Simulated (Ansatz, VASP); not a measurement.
**Li3Pt in VASP and in Ansatz**

The input INCAR:

```
SYSTEM = Li3Pt
PREC = Accurate
ENCUT = 520
EDIFF = 1E-6
ISMEAR = -1
SIGMA = 0.1
LREAL = .False.
LASPH = .True.
NELM = 80
ALGO = Normal
ISIF = 2
LWAVE = .False.
LCHARG = .False.
NBANDS = 18
```

File KPOINTS:

```
regular mesh
0
Gamma
  5 5 6
  0 0 0
```

POSCAR

```
Li3Pt
1.0
   -1.9642800000      1.9642800000      3.6403000000
    1.9642800000     -1.9642800000      3.6403000000
    1.9642800000      1.9642800000     -3.6403000000
Li Pt
3 1
Direct
    0.7464800000      0.2309100000      0.4840600000
    0.2619700000      0.7803800000      0.5461600000
    0.5201100000      0.5072200000      0.0147200000
    0.0048900000      0.9847300000      0.9852100000
```

Input for Ansatz:

```yaml
crystal:
  lattice:
    - [-1.96428, 1.96428, 3.6403]
    - [1.96428, -1.96428, 3.6403]
    - [1.96428, 1.96428, -3.6403]
  atoms:
    - { symbol: Li, position: [0.74648, 0.23091, 0.48406] }
    - { symbol: Li, position: [0.26197, 0.78038, 0.54616] }
    - { symbol: Li, position: [0.52011, 0.50722, 0.01472] }
    - { symbol: Pt, position: [0.00489, 0.98473, 0.98521] }
basis:
  ecutwfc: 540.0
  xc_grid: 2
kpoints:
  mp_grid:
    grid: [5, 5, 6]
hamiltonian:
  xc: lda
scf:
  convergence:
    dr2_threshold: 1.0e-09
  occupations:
    method: fermi_dirac
    width: 0.1
output:
  forces: true
  stress: true
```

Alike in both runs: task single point; functional LDA; k mesh 5 × 5 × 6; occupations fermi-dirac, width 0.1 eV; no spin polarisation.

|  | VASP | Ansatz |
| --- | --- | --- |
| version | VASP 6.6.1 | Ansatz 0.2.0 |
| potentials or method | VASP PAW LDA potentials, release 64 (Li_sv, Pt), cutoff 520 eV | plane waves, PAW |
| valence electrons in the cell | 19 | 27 |

```tsv
	VASP	Ansatz	Ansatz less VASP
rms of the force components (eV/Å)	0.228	0.225	-0.0023
```

LDA's correlation is that of Perdew and Zunger in VASP and of Perdew and Wang (1992) in Ansatz. Atom by atom the forces differ by 0.002 eV/Å (rms over components). VASP's potentials hold 19 valence electrons a cell and Ansatz's 27, so a difference there can come from the potentials and not from the codes. Ansatz's warnings: stress scf threshold loose.

The k mesh is coarse, so the values compare programs but aren't converged. Spin-orbit coupling is off throughout. Noted on VASP's run: the cutoff is short for stress, so the pressure is rough.
